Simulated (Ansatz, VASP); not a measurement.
# Two plane-wave programs on TiMnH6

```
Ti Mn H
1.0
     0.00000    3.43289    3.43289
     3.43289    0.00000    3.43289
     3.43289    3.43289    0.00000
Ti Mn H
1 1 6
Cartesian
  3.4329 3.4329 3.4329
  0.0000 0.0000 0.0000
  1.6061 3.4329 3.4329
  5.2597 3.4329 3.4329
  3.4329 1.6061 3.4329
  3.4329 5.2597 3.4329
  3.4329 3.4329 1.6061
  3.4329 3.4329 5.2597
```

Alike in both runs: functional PBE; k mesh 10 × 10 × 10; occupations gaussian, width 0.1 eV; collinear spin.

Ansatz relaxed the structure, and its values are those at the end. VASP's run is a single point on that final structure, the one shown.

|  | VASP | Ansatz |
| --- | --- | --- |
| version | VASP 6.6.1 | Ansatz 0.2.0 |
| potentials or method | VASP PAW PBE potentials, release 64 (Ti_sv, Mn_pv, H), cutoff 520 eV | scalar-relativistic, plane waves, PAW |
| valence electrons in the cell | 31 | 33 |

```csv
,VASP,Ansatz,Ansatz less VASP
gap on the k mesh at the Fermi level (eV),none,none,-
pressure (GPa),-0.1,0.0,+0.10
net moment per atom (μB),0.13,0.13,0.000
size of the moment on the site where the two differ most (μB),2.46,1.82,-0.638
```

Site moments also hang on the region over which each program counts them. A gap of «none» marks a metal or a gap that the smearing closes. VASP's potentials hold 31 valence electrons a cell and Ansatz's 33, so a difference there can come from the potentials and not from the codes.
